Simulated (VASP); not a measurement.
Write the native input for VASP 6.6.1 that does the following.

* Task: single point
* Functional: PBE
* Potentials or basis: VASP PAW PBE potentials, release 64 (Ti_sv, O)
* Cutoff: 520 eV
* k mesh: 8 × 8 × 10
* Occupations: gaussian, width 0.05 eV
* Spin: no spin polarisation
* Dipole correction: no
* Further INCAR settings: ALGO = Normal; EDIFF = 1e-07; NBANDS = 33

The structure of TiO2 lies in POSCAR:

```
TiO2
1.0
    4.9334009492      0.0000000000      0.0000000000
    0.0000000000      4.9334009492      0.0000000000
    0.0000000000      0.0000000000      2.9057731591
Ti O
2 4
Direct
    0.0000000000      0.0000000000      0.0000000000
    0.5000000000      0.5000000000      0.5000000000
    0.3050970583      0.3050970583      0.0000000000
    0.1949029417      0.8050970583      0.5000000000
    0.6949029417      0.6949029417      0.0000000000
    0.8050970583      0.1949029417      0.5000000000
```

The input as run:

INCAR

```
SYSTEM = TiO2
PREC = Accurate
ENCUT = 520
EDIFF = 1E-7
ISMEAR = 0
SIGMA = 0.05
LREAL = .False.
LASPH = .True.
NELM = 100
ALGO = Normal
ISIF = 2
LWAVE = .False.
LCHARG = .False.
GGA = PE
NBANDS = 33
```

KPOINTS

```
regular mesh
0
Gamma
  8 8 10
  0 0 0
```

Potentials or basis: VASP PAW PBE potentials, release 64 (Ti_sv, O).

Launch:

```bash
$ cat potpaw_PBE.64/Ti_sv/POTCAR potpaw_PBE.64/O/POTCAR > POTCAR
$ mpirun -np 1 vasp_std > vasp.out
```

It gave:

```
Pressure               : -14.8 GPa
Largest force          : 0.721 eV/Å
Band gap on the k mesh : 1.72 eV (least direct gap 1.76 eV)
```

Caveat: the cell stands under tension.

Wall time 6.4 min on 1 thread of Intel Xeon 8259CL, on a shared host, peak memory 0.3 GiB.
